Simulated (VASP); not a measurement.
# CuO2 (fluorite type) (Fm-3m) in VASP: notebook

CuO2 (fluorite type) is run at these levels: PBE; tasks: single point.

Everything below comes from runs of VASP 6.6.1. Logs are shortened: lines on timing, memory, paths and dates and some standing lists are left out, and cuts for length are marked.

### 1 The cell of the first run

It takes space group Fm-3m (No. 225, cubic). Conventional cell: a = 4.735 Å, b = 4.735 Å, c = 4.735 Å, α = 90.00°, β = 90.00°, γ = 90.00°. Cu (site symmetry m-3m) has 8 O at 2.05 Å within 2.7 Å. O (site symmetry -43m) has 4 Cu at 2.05 Å and 6 O at 2.37 Å within 2.7 Å.

### 2 Single point, PBE

Input file INCAR:

```
  ALGO = Normal
  EDIFF = 1E-7
  ENCUT = 520
  GGA = PE
  ISIF = 2
  ISMEAR = -1
  LASPH = True
  LCHARG = False
  LREAL = False
  LWAVE = False
  NBANDS = 18
  NELM = 60
  PREC = Accurate
  SIGMA = 0.06122561905347299
```

Input file KPOINTS:

```
k-points
0
Gamma
  20 20 20
```

Input file POSCAR:

```
CuO2
1.0
    0.0000000000      2.3674778472      2.3674778472
    2.3674778472      0.0000000000      2.3674778472
    2.3674778472      2.3674778472      0.0000000000
Cu O
1 2
Direct
    0.0000000000      0.0000000000      0.0000000000
    0.2500000000      0.2500000000      0.2500000000
    0.7500000000      0.7500000000      0.7500000000
```

Potentials or basis: VASP PAW PBE potentials, release 64 (Cu, O).

Command:

```
> cat potpaw_PBE.64/Cu/POTCAR potpaw_PBE.64/O/POTCAR > POTCAR
> mpirun -np 1 vasp_std > vasp.out
```

OUTCAR:

```text
EDIFF = 1E-7
   ENCUT = 520
   GGA = PE
   ISIF = 2
   ISMEAR = -1
   LASPH = True
   LREAL = False
   NELM = 60
   PREC = Accurate

 ion  position               nearest neighbor table
   1  0.000  0.000  0.000-   3 2.05   3 2.05   3 2.05   2 2.05   3 2.05   2 2.05   2 2.05   2 2.05

   2  0.250  0.250  0.250-   1 2.05   1 2.05   1 2.05   1 2.05
   3  0.750  0.750  0.750-   1 2.05   1 2.05   1 2.05   1 2.05

  LATTYP: Found a face centered cubic cell.
 ALAT       =     4.7349556944

  Lattice vectors:

 A1 = (   0.0000000000,   2.3674778472,   2.3674778472)
 A2 = (   2.3674778472,   0.0000000000,   2.3674778472)
 A3 = (   2.3674778472,   2.3674778472,   0.0000000000)

Analysis of symmetry for initial positions (statically):
=====================================================================
 Subroutine PRICEL returns:
 Original cell was already a primitive cell.

 Routine SETGRP: Setting up the symmetry group for a
 face centered cubic supercell.

 Subroutine GETGRP returns: Found 48 space group operations
 (whereof 48 operations were pure point group operations)
 out of a pool of 48 trial point group operations.

The static configuration has the point symmetry O_h .

Analysis of symmetry for dynamics (positions and initial velocities):
=====================================================================
 Subroutine PRICEL returns:
 Original cell was already a primitive cell.

 Routine SETGRP: Setting up the symmetry group for a
 face centered cubic supercell.

 Subroutine GETGRP returns: Found 48 space group operations
 (whereof 48 operations were pure point group operations)
 out of a pool of 48 trial point group operations.

The dynamic configuration has the point symmetry O_h .

 Subroutine INISYM returns: Found 48 space group operations
 (whereof 48 operations are pure point group operations),
 and found     1 'primitive' translations

----------------------------------------------------------------------------------------

                                     Primitive cell

  volume of cell :      26.5392

  direct lattice vectors                    reciprocal lattice vectors
     0.000000000  2.367477847  2.367477847    -0.211195218  0.211195218  0.211195218
     2.367477847  0.000000000  2.367477847     0.211195218 -0.211195218  0.211195218
     2.367477847  2.367477847  0.000000000     0.211195218  0.211195218 -0.211195218

  length of vectors
[... 83 lines left out ...]
   NELM   =     60;   NELMIN=  2; NELMDL= -5     # of ELM steps
   EDIFF  = 0.1E-06   stopping-criterion for ELM
   LREAL  =      F    real-space projection
   EDIFFG = 0.1E-05   stopping-criterion for IOM
   NSW    =      0    number of steps for IOM
   IBRION =     -1    ionic relax: 0-MD 1-quasi-New 2-CG
   NFREE  =      0    steps in history (QN), initial steepest desc. (CG)
   ISIF   =      2    stress and relaxation
   ISYM   =      2    0-nonsym 1-usesym 2-fastsym
   POTIM  = 0.5000    time-step for ionic-motion
   TEBEG  =    0.0;   TEEND  =   0.0 temperature during run
   PSTRESS=    0.0 pullay stress
   NELECT =      23.0000    total number of electrons
   NUPDOWN=      -1.0000    fix difference up-down
   EMIN   =  10.00;   EMAX   =-10.00  energy-range for DOS
   EFERMI =   0.00;   METHOD = LEGACY
   ISMEAR =    -1;   SIGMA  =   0.06  broadening in eV -4-tet -1-fermi 0-gaus
   EFERMI_NEDOS =   21; number of points for ismear=-14 and -15
   IALGO  =     38    algorithm
   IMIX   =      4    mixing-type and parameters
     AMIX     =   0.40;   BMIX     =  1.00
     AMIX_MAG =   1.60;   BMIX_MAG =  1.00
  volume/ion in A,a.u.               =       8.85        59.70
  Fermi-wavevector in a.u.,A,eV,Ry     =   1.560827  2.949536 33.146267  2.436182
  Thomas-Fermi vector in A             =   2.663982
   LORBIT       =      0    0 simple, 1 ext, 2 COOP (PROOUT), +10 PAW based schemes
   GGA     = PE    functional components
   LHFCALC =     F    Hartree Fock is set to
   AEXX    =    0.0000 exact exchange contribution
   IVDW    =     0    specifies the selected vdW correction
   LEPSILON=     F    determine dielectric tensor
   LRPA    =     F    only Hartree local field effects (RPA)
 non-spin polarized calculation
  energy-cutoff  :      520.00
  volume of cell :       26.54
 maximum number of plane-waves:       728
 NGX is ok and might be reduce to    28
   NGX = 13   NGY = 13   NGZ = 13

 number of electron      23.0000006 magnetization

 Free energy of the ion-electron system (eV)
  ---------------------------------------------------
  ext. energy  EPLUGINS =         0.00000000
  ---------------------------------------------------
  free energy    TOTEN  =       -12.90206529 eV

  energy without entropy =      -12.80445432  energy(sigma->0) =      -12.85325981

 E-fermi :   5.0303     XC(G=0): -12.1928

 val. band max:        5.0287674218   @ k =  -0.2500   0.0500   0.0000
 cond. band min:       5.0312759407   @ k =   0.4500   0.1500   0.0500
 fundamental gap:      0.0025085190
 Fermi energy:         5.0303370785

 k-point     1 :       0.0000    0.0000    0.0000
  band No.  band energies     occupation
      1     -15.2776      2.00000
      2     -10.8481      2.00000
      3      -1.1926      2.00000
      4      -1.1926      2.00000
      5      -1.1926      2.00000
      6       1.9184      2.00000
[... 481 lines left out ...]
      5       0.8404      2.00000
      6       0.9793      2.00000
[... 10 lines left out ...]
     17      20.2753      0.00000
     18      24.6178      0.00000

 [... further k-points ...]

------------------------ aborting loop because EDIFF is reached ----------------------------------------

  FORCE on cell =-STRESS in cart. coord.  units (eV):
  Direction    XX          YY          ZZ          XY          YZ          ZX
  --------------------------------------------------------------------------------------
  -------------------------------------------------------------------------------------
  Total        2.1725258      2.1725258      2.1725258     -0.0000000      0.0000000     -0.0000000
  in kB      131.1558788    131.1558788    131.1558788     -0.0000000      0.0000000     -0.0000000
  external PRESSURE =     131.1558788 kB  Pullay stress =       0.0000000 kB

 VOLUME and BASIS-vectors are now :
 -----------------------------------------------------------------------------
  energy-cutoff  :      520.00
  volume of cell :       26.54
      direct lattice vectors                 reciprocal lattice vectors
     0.000000000  2.367477847  2.367477847    -0.211195218  0.211195218  0.211195218
     2.367477847  0.000000000  2.367477847     0.211195218 -0.211195218  0.211195218
     2.367477847  2.367477847  0.000000000     0.211195218  0.211195218 -0.211195218

 POSITION                                       TOTAL-FORCE (eV/Angst)
 -----------------------------------------------------------------------------------
      0.00000      0.00000      0.00000         0.000000      0.000000     -0.000000
      1.18374      1.18374      1.18374        -0.000000     -0.000000      0.000000
      3.55122      3.55122      3.55122         0.000000      0.000000     -0.000000
 -----------------------------------------------------------------------------------
    total drift:                               -0.000000     -0.000000      0.000000

  FREE ENERGIE OF THE ION-ELECTRON SYSTEM (eV)
  ---------------------------------------------------
  free  energy   TOTEN  =       -12.9020652945 eV

  energy  without entropy=      -12.8044543198  energy(sigma->0) =      -12.85325981
```

Wall time 2.2 min (1 thread of Intel Xeon 6975P-C (Granite Rapids), shared host); peak memory 0.24 GiB.

What came out:

| Quantity | Value |
| --- | --- |
| Free energy | -12.9021 eV |
| Pressure | 13.1 GPa |
| Band gap on the k mesh | zero (an odd number of electrons rules out a gap without spin polarisation) |

Levels at points of the mesh, in eV from the Fermi level:
```csv
k point,band 8,band 9,band 10,band 11,band 12,band 13,band 14,band 15
"(0.00, 0.00, 0.00)",-1.12,-1.12,-1.12,-0.08,-0.08,-0.08,6.29,12.06
"(0.50, 0.00, 0.00)",-3.10,-3.03,-3.03,-2.29,0.05,0.05,10.35,11.14
"(0.50, 0.50, 0.00)",-2.93,-2.65,-2.42,0.03,0.69,0.69,8.86,12.60
```

Caveat: the cell stands under pressure; an odd number of electrons without spin polarisation forces a metal; a magnetic or distorted state may lie lower; semilocal functionals often make such compounds metallic where correlation or magnetic order opens a gap, which also shifts bond lengths.

### 3 Single point, PBE

This run uses another cell than the first one, of 9.03 Å³/atom.

Input file INCAR:

```
PREC = Accurate
ENCUT = 520
EDIFF = 1E-6
ISMEAR = -1
SIGMA = 0.06122561905347299
LREAL = F
LASPH = T
NELM = 100
ALGO = Normal
ISIF = 2
LWAVE = F
LCHARG = F
GGA = PE
NBANDS = 18
```

Input file KPOINTS:

```
regular mesh
0
Gamma
  20 20 20
```

Input file POSCAR:

```
CuO2
1.0
    0.0000000000      2.3841507758      2.3841507758
    2.3841507758      0.0000000000      2.3841507758
    2.3841507758      2.3841507758      0.0000000000
Cu O
1 2
Direct
    0.0000000000      0.0000000000      0.0000000000
    0.2500000000      0.2500000000      0.2500000000
    0.7500000000      0.7500000000      0.7500000000
```

Potentials or basis: VASP PAW PBE potentials, release 64 (Cu, O).

Command:

```
> cat potpaw_PBE.64/Cu/POTCAR potpaw_PBE.64/O/POTCAR > POTCAR
> mpirun -np 1 vasp_std > vasp.out
```

Run time: 91 s. Hardware: 1 thread of Intel Xeon 6975P-C (Granite Rapids), shared host; peak memory 0.24 GiB.

It converged, with:

```yaml
Free_energy: -12.9410 eV
Pressure: 8.1 GPa
Band_gap_on_the_k_mesh: zero (an odd number of electrons rules out a gap without spin polarisation)
```

Levels at points of the mesh, in eV from the Fermi level:
```tsv
k point	band 7	band 8	band 9	band 10	band 11	band 12	band 13	band 14	band 15	band 16
(0.00, 0.00, 0.00)	-3.03	-1.08	-1.08	-1.08	-0.08	-0.08	-0.08	6.10	12.01	12.01
(0.50, 0.00, 0.00)	-3.01	-3.01	-2.95	-2.95	-2.26	0.05	0.05	10.13	11.06	15.93
(0.50, 0.50, 0.00)	-3.75	-2.85	-2.58	-2.38	0.04	0.67	0.67	8.79	12.41	13.01
```

Caveat: the cell stands under pressure; an odd number of electrons without spin polarisation forces a metal; a magnetic or distorted state may lie lower; semilocal functionals often make such compounds metallic where correlation or magnetic order opens a gap, which also shifts bond lengths.
